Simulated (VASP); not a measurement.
# TaN (I4mm) in VASP: further runs, part 2 of 2

VASP 6.6.1. Earlier steps stand in the parts before.

### 3 Single point, LDA (mode 4 frozen in at -0.122 Å and mode 6 at +0.000 Å (largest displacements))

Input file INCAR:

```
PREC = Accurate ; ENCUT = 520
EDIFF = 1E-6 ; ISMEAR = 0
SIGMA = 0.15 ; LREAL = F
LASPH = T ; NELM = 100
ALGO = Normal ; ISIF = 2
LWAVE = F ; LCHARG = F
GGA = CA ; NBANDS = 15
```

Input file KPOINTS:

```
Automatic mesh
0
Gamma
  18 18 18
```

Input file POSCAR:

```
TaN
1.0
    0.0000000000      2.1738356505      2.1738356505
    2.1738356505      0.0000000000      2.1738356505
    2.1738356505      2.1738356505      0.0000000000
Ta N
1 1
Direct
    0.4978278253      0.5021721747      0.5021721747
    0.0280609990     -0.0280609990     -0.0280609990
```

Potentials or basis: VASP PAW LDA potentials, release 64 (Ta_pv, N).

The run is started by

```console
cat potpaw_LDA.64/Ta_pv/POTCAR potpaw_LDA.64/N/POTCAR > POTCAR
mpirun -np 1 vasp_std > vasp.out
```

OUTCAR:

```text
PREC = Accurate
   ENCUT = 520
   EDIFF = 1E-6
   ISMEAR = 0
   LREAL = F
   LASPH = T
   NELM = 100
   ISIF = 2
   GGA = CA

 ion  position               nearest neighbor table
   1  0.498  0.502  0.502-   2 2.04   2 2.18   2 2.18   2 2.18   2 2.18   2 2.31
   2  0.028  0.972  0.972-   1 2.04   1 2.18   1 2.18   1 2.18   1 2.18   1 2.31

  LATTYP: Found a face centered cubic cell.
 ALAT       =     4.3476713010

  Lattice vectors:

 A1 = (   0.0000000000,   2.1738356505,   2.1738356505)
 A2 = (   2.1738356505,   0.0000000000,   2.1738356505)
 A3 = (   2.1738356505,   2.1738356505,   0.0000000000)

Analysis of symmetry for initial positions (statically):
=====================================================================
 Subroutine PRICEL returns:
 Original cell was already a primitive cell.

 Routine SETGRP: Setting up the symmetry group for a
 face centered cubic supercell.

 Subroutine GETGRP returns: Found  8 space group operations
 (whereof  8 operations were pure point group operations)
 out of a pool of 48 trial point group operations.

The static configuration has the point symmetry C_4v.

Analysis of symmetry for dynamics (positions and initial velocities):
=====================================================================
 Subroutine PRICEL returns:
 Original cell was already a primitive cell.

 Routine SETGRP: Setting up the symmetry group for a
 face centered cubic supercell.

 Subroutine GETGRP returns: Found  8 space group operations
 (whereof  8 operations were pure point group operations)
 out of a pool of 48 trial point group operations.

The dynamic configuration has the point symmetry C_4v.

 Subroutine INISYM returns: Found  8 space group operations
 (whereof  8 operations are pure point group operations),
 and found     1 'primitive' translations

----------------------------------------------------------------------------------------

                                     Primitive cell

  volume of cell :      20.5452

[... 118 lines left out ...]
   LRPA    =     F    only Hartree local field effects (RPA)
 non-spin polarized calculation
 Gauss-broadening in eV      SIGMA  =   0.15
  energy-cutoff  :      520.00
  volume of cell :       20.55
 maximum number of plane-waves:       568
   NGX = 11   NGY = 11   NGZ = 11

 number of electron      16.0000000 magnetization

 Free energy of the ion-electron system (eV)
  ---------------------------------------------------
  ext. energy  EPLUGINS =         0.00000000
  ---------------------------------------------------
  free energy    TOTEN  =       -24.07207265 eV

  energy without entropy =      -24.06364054  energy(sigma->0) =      -24.06785659

 E-fermi :   9.7616     XC(G=0): -13.8411

 val. band max:        9.7529476644   @ k =   0.2222   0.1667   0.0000
 cond. band min:       9.7671947888   @ k =  -0.1111   0.1667   0.0556
 fundamental gap:      0.0142471244
 Fermi energy:         9.7616127476

 k-point     1 :       0.0000    0.0000    0.0000
  band No.  band energies     occupation
      1     -25.6887      2.00000
      2     -25.6660      2.00000
      3     -25.6660      2.00000
      4      -9.0917      2.00000
      5       5.4652      2.00000
      6       5.4652      2.00000
      7       5.5369      2.00000
      8       7.5905      2.00000
      9       8.0874      2.00000
     10       8.0874      2.00000
     11       9.8262      0.54255
     12      10.3667      0.00000
     13      11.7779      0.00000
     14      19.2390      0.00000
[... 401 lines left out ...]
      2     -25.7662      2.00000
      3     -25.7656      2.00000
      4      -6.4960      2.00000
      5       0.1224      2.00000
      6       2.3361      2.00000
      7       2.5011      2.00000
      8       9.7729      0.91494
      9      11.0961      0.00000
     10      11.2724      0.00000
     11      14.8094      0.00000
     12      15.6892      0.00000
     13      17.2203      0.00000
     14      21.2850      0.00000
     15      21.9837      0.00000

 [... further k-points ...]

------------------------ aborting loop because EDIFF is reached ----------------------------------------

  FORCE on cell =-STRESS in cart. coord.  units (eV):
  Direction    XX          YY          ZZ          XY          YZ          ZX
  --------------------------------------------------------------------------------------
  -------------------------------------------------------------------------------------
  Total        1.5270213      0.2923101      0.2923101      0.0000000      0.0000000     -0.0000000
  in kB      119.0818446     22.7952435     22.7952435      0.0000000      0.0000000     -0.0000000
  external PRESSURE =      54.8907772 kB  Pullay stress =       0.0000000 kB

 VOLUME and BASIS-vectors are now :
 -----------------------------------------------------------------------------
  energy-cutoff  :      520.00
  volume of cell :       20.55
      direct lattice vectors                 reciprocal lattice vectors
     0.000000000  2.173835651  2.173835651    -0.230008188  0.230008188  0.230008188
     2.173835651  0.000000000  2.173835651     0.230008188 -0.230008188  0.230008188
     2.173835651  2.173835651  0.000000000     0.230008188  0.230008188 -0.230008188

 POSITION                                       TOTAL-FORCE (eV/Angst)
 -----------------------------------------------------------------------------------
      2.18328      2.17384      2.17384        -1.326781      0.000000      0.000000
      4.22567      2.17384      2.17384         1.326781      0.000000      0.000000
 -----------------------------------------------------------------------------------
    total drift:                                0.000117     -0.000000     -0.000000

  FREE ENERGIE OF THE ION-ELECTRON SYSTEM (eV)
  ---------------------------------------------------
  free  energy   TOTEN  =       -24.0720726504 eV

  energy  without entropy=      -24.0636405375  energy(sigma->0) =      -24.06785659
```

Run time: 63 s. Hardware: 1 thread of AMD EPYC 9R45 (Zen 5), shared host; peak memory 0.22 GiB.

What came out:

| Quantity | Value |
| --- | --- |
| Free energy | -24.0721 eV |
| Pressure | 5.5 GPa |
| Largest force | 1.327 eV/Å |
| Band gap on the k mesh | zero (band 8 reaches 11.68 eV, above the bottom of band 9 at 7.93 eV) |

Forces on the atoms (eV/Å):
```
Ta  -1.327  0.000  0.000
N    1.327  0.000  0.000
```

Stress tensor (GPa, compression positive):
```
11.91  0.00  0.00
 0.00  2.28  0.00
 0.00  0.00  2.28
```

Caveat: the cell differs from its parent crystal (mode 4 frozen in at -0.122 Å and mode 6 at +0.000 Å (largest displacements)); spin-orbit coupling is left out, which moves the levels of the heavy elements; forces of over 1 eV/Å act on the atoms, so gaps and moduli don't describe the material at rest.

### 4 Single point, LDA (mode 4 frozen in at -0.183 Å and mode 6 at +0.000 Å (largest displacements))

Input file INCAR:

```
SYSTEM = TaN
PREC = Accurate
ENCUT = 520
EDIFF = 1E-6
ISMEAR = 0
SIGMA = 0.15
LREAL = .FALSE.
LASPH = .TRUE.
NELM = 60
ALGO = Normal
ISIF = 2
LWAVE = .FALSE.
LCHARG = .TRUE.
GGA = CA
LELF = .TRUE.
LVHAR = .TRUE.
NBANDS = 15
```

Input file KPOINTS:

```
regular mesh
0
G
  18 18 18
  0 0 0
```

Input file POSCAR:

```
TaN
1.0
    0.0000000000      2.1738356505      2.1738356505
    2.1738356505      0.0000000000      2.1738356505
    2.1738356505      2.1738356505      0.0000000000
Ta N
1 1
Direct
    0.4967417379      0.5032582621      0.5032582621
    0.0420914985     -0.0420914985     -0.0420914985
```

The run is started by

```console
cat potpaw_LDA.64/Ta_pv/POTCAR potpaw_LDA.64/N/POTCAR > POTCAR
mpirun -np 1 vasp_std > vasp.out
```

Run time: 64 s. Hardware: 1 thread of AMD EPYC 9R45 (Zen 5), shared host; peak memory 0.22 GiB.

The run converged. Its results:

* Free energy: -23.9546 eV
* Pressure: 9.7 GPa
* Largest force: 2.302 eV/Å
* Band gap on the k mesh: zero (band 8 reaches 11.55 eV, above the bottom of band 9 at 8.15 eV)

Forces in eV/Å, atoms in the order of the input:
```
Ta  -2.302  0.000  0.000
N    2.302  0.000  0.000
```

Stress tensor (GPa, compression positive):
```
24.63  0.00  0.00
 0.00  2.24  0.00
 0.00  0.00  2.24
```

Levels at points of the mesh, in eV from the Fermi level:
```csv
k point,band 5,band 6,band 7,band 8,band 9,band 10,band 11,band 12
"(0.00, 0.00, 0.00)",-4.64,-4.64,-4.56,-2.08,-1.15,-1.15,0.15,1.24
"(0.50, 0.00, 0.00)",-10.47,-7.71,-7.63,1.84,2.11,2.17,3.98,7.25
"(0.50, 0.50, 0.00)",-6.75,-6.55,-4.73,-3.28,2.60,3.82,3.86,4.80
"(0.00, 0.50, 0.50)",-6.39,-5.60,-4.59,-4.59,2.35,3.81,3.81,4.26
```

Caveat: the cell differs from its parent crystal (mode 4 frozen in at -0.183 Å and mode 6 at +0.000 Å (largest displacements)); spin-orbit coupling is left out, which moves the levels of the heavy elements; forces of over 1 eV/Å act on the atoms, so gaps and moduli don't describe the material at rest.

### 5 Single point, LDA (mode 4 frozen in at -0.244 Å and mode 6 at +0.000 Å (largest displacements))

Input file INCAR:

```
PREC = Accurate ; ENCUT = 600
EDIFF = 1E-6 ; ISMEAR = 0
SIGMA = 0.15 ; LREAL = F
LASPH = T ; NELM = 120
ALGO = Normal ; ISIF = 2
LWAVE = F ; LCHARG = T
LELF = T ; LVHAR = T
NBANDS = 16 ; GGA_COMPAT = F
```

Input file KPOINTS:

```
regular mesh
0
Gamma
  18 18 18
```

Input file POSCAR:

```
TaN
1.0
    0.0000000000      2.1738356505      2.1738356505
    2.1738356505      0.0000000000      2.1738356505
    2.1738356505      2.1738356505      0.0000000000
Ta N
1 1
Direct
    0.4956556505      0.5043443495      0.5043443495
    0.0561219980     -0.0561219980     -0.0561219980
```

Potentials or basis: VASP PAW LDA potentials, release 64 (Ta_sv_GW, N).

The run is started by

```console
cat potpaw_LDA.64/Ta_sv_GW/POTCAR potpaw_LDA.64/N/POTCAR > POTCAR
mpirun -np 1 vasp_std > vasp.out
```

OUTCAR:

```text
PREC = Accurate
   ENCUT = 600
   EDIFF = 1E-6
   ISMEAR = 0
   LREAL = F
   LASPH = T
   NELM = 120
   ISIF = 2

 ion  position               nearest neighbor table
   1  0.496  0.504  0.504-   2 1.91   2 2.19   2 2.19   2 2.19   2 2.19   2 2.44
   2  0.056  0.944  0.944-   1 1.91   1 2.19   1 2.19   1 2.19   1 2.19   1 2.44

  LATTYP: Found a face centered cubic cell.
 ALAT       =     4.3476713010

  Lattice vectors:

 A1 = (   0.0000000000,   2.1738356505,   2.1738356505)
 A2 = (   2.1738356505,   0.0000000000,   2.1738356505)
 A3 = (   2.1738356505,   2.1738356505,   0.0000000000)

Analysis of symmetry for initial positions (statically):
=====================================================================
 Subroutine PRICEL returns:
 Original cell was already a primitive cell.

 Routine SETGRP: Setting up the symmetry group for a
 face centered cubic supercell.

 Subroutine GETGRP returns: Found  8 space group operations
 (whereof  8 operations were pure point group operations)
 out of a pool of 48 trial point group operations.

The static configuration has the point symmetry C_4v.

Analysis of symmetry for dynamics (positions and initial velocities):
[... 159 lines left out ...]

 E-fermi :  13.8964     XC(G=0): -14.2321

 val. band max:       13.8909039684   @ k =   0.0000   0.3889   0.0556
 cond. band min:      13.9012012206   @ k =   0.1111  -0.2778   0.3889
 fundamental gap:      0.0102972522
 Fermi energy:        13.8963673874

 k-point     1 :       0.0000    0.0000    0.0000
  band No.  band energies     occupation
      1     -54.9237      2.00000
      2     -21.4698      2.00000
      3     -21.3388      2.00000
      4     -21.3388      2.00000
      5      -4.8401      2.00000
      6       8.8564      2.00000
[... 433 lines left out ...]
      3     -21.4990      2.00000
      4     -21.4441      2.00000
      5      -2.3163      2.00000
      6       4.2955      2.00000
[... 8 lines left out ...]
     15      26.0519      0.00000
     16      28.2771      0.00000

 [... further k-points ...]

------------------------ aborting loop because EDIFF is reached ----------------------------------------

  FORCE on cell =-STRESS in cart. coord.  units (eV):
  Direction    XX          YY          ZZ          XY          YZ          ZX
  --------------------------------------------------------------------------------------
  -------------------------------------------------------------------------------------
  Total        5.2789227      0.2483886      0.2483886     -0.0000000      0.0000000      0.0000000
  in kB      411.6667289     19.3701122     19.3701122     -0.0000000      0.0000000      0.0000000
  external PRESSURE =     150.1356511 kB  Pullay stress =       0.0000000 kB

 VOLUME and BASIS-vectors are now :
 -----------------------------------------------------------------------------
  energy-cutoff  :      600.00
  volume of cell :       20.55
      direct lattice vectors                 reciprocal lattice vectors
     0.000000000  2.173835651  2.173835651    -0.230008188  0.230008188  0.230008188
     2.173835651  0.000000000  2.173835651     0.230008188 -0.230008188  0.230008188
     2.173835651  2.173835651  0.000000000     0.230008188  0.230008188 -0.230008188

 POSITION                                       TOTAL-FORCE (eV/Angst)
 -----------------------------------------------------------------------------------
      2.19272      2.17384      2.17384        -3.480834      0.000000      0.000000
      4.10367      2.17384      2.17384         3.480834      0.000000      0.000000
 -----------------------------------------------------------------------------------
    total drift:                                0.000009     -0.000000     -0.000000

  FREE ENERGIE OF THE ION-ELECTRON SYSTEM (eV)
  ---------------------------------------------------
  free  energy   TOTEN  =       -26.2865809115 eV

  energy  without entropy=      -26.2764622314  energy(sigma->0) =      -26.28152157
```

stdout:

```text
POSCAR found type information on POSCAR TaN
 POSCAR found :  2 types and       2 ions
 scaLAPACK will be used
 LDA part: xc-table for (Slater(with rela. corr.)+CA(PZ))
 , standard interpolation
 POSCAR, INCAR and KPOINTS ok, starting setup
 FFT: planning ... GRIDC
 FFT: planning ... GRID_SOFT
 FFT: planning ... GRID
 WAVECAR not read
 entering main loop
```

It took 2.2 min on 1 thread of Intel Xeon 6975P-C (Granite Rapids), shared host; peak memory 0.33 GiB.

Results:

```
Free energy            : -26.2866 eV
Pressure               : 15.0 GPa
Largest force          : 3.481 eV/Å
Band gap on the k mesh : zero (band 9 reaches 15.58 eV, above the bottom of band 10 at 12.48 eV)
```

Forces on the atoms (eV/Å):
```
Ta  -3.481  0.000  0.000
N    3.481  0.000  0.000
```

Levels at points of the mesh, in eV from the Fermi level:
| k point | band 7 | band 8 | band 9 | band 10 | band 11 | band 12 |
| --- | --- | --- | --- | --- | --- | --- |
| (0.00, 0.00, 0.00) | -5.04 | -4.94 | -2.00 | -0.60 | -0.60 | 0.23 |
| (0.50, 0.00, 0.00) | -7.67 | -7.54 | 1.68 | 2.09 | 2.28 | 3.97 |
| (0.50, 0.50, 0.00) | -6.54 | -4.81 | -2.66 | 2.88 | 3.85 | 3.93 |
| (0.00, 0.50, 0.50) | -5.55 | -4.59 | -4.59 | 2.46 | 3.61 | 3.84 |

Caveat: the cell differs from its parent crystal (mode 4 frozen in at -0.244 Å and mode 6 at +0.000 Å (largest displacements)); spin-orbit coupling is left out, which moves the levels of the heavy elements; forces of over 1 eV/Å act on the atoms, so gaps and moduli don't describe the material at rest.
